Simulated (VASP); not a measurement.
## In: single point with PBE

In:

```
In
1.0
     3.34127    0.00000    0.00000
    -1.67063    2.89362    0.00000
     0.00000    0.00000   10.72722
In
4
Direct
  0.66667 0.33333 0.75000
  0.00000 0.00000 0.50000
  0.33333 0.66667 0.25000
  0.00000 0.00000 0.00000
```

This isn't the form of In at room conditions, which is tetragonal.

| Item | Value |
| --- | --- |
| Program | VASP 6.6.1 |
| Task | single point |
| Functional | PBE |
| Potentials or basis | VASP PAW PBE potentials, release 64 (In_d) |
| Cutoff | 520 eV |
| k mesh | 9 × 9 × 3 |
| Occupations | fermi-dirac, width 0.05 eV |
| Spin | no spin polarisation |

| Item | Value |
| --- | --- |
| Pressure | 2.5 GPa |
| Band gap on the k mesh | zero (bands 26 and 27 overlap by 4.93 eV) |

Stress tensor (GPa, compression positive):
```
2.23 0.00 0.00
0.00 2.23 0.00
0.00 0.00 2.99
```

Levels at points of the mesh, in eV from the Fermi level:
| k point | band 24 | band 25 | band 26 | band 27 | band 28 | band 29 |
| --- | --- | --- | --- | --- | --- | --- |
| (0.00, 0.00, 0.00) | -4.13 | -3.35 | 3.42 | 3.43 | 8.22 | 8.22 |

Run time: 2.2 min on 1 thread of Intel Xeon 8259CL (shared host), peak memory 0.26 GiB.

Caveat: spin-orbit coupling is left out, which moves the levels of the heavy elements.
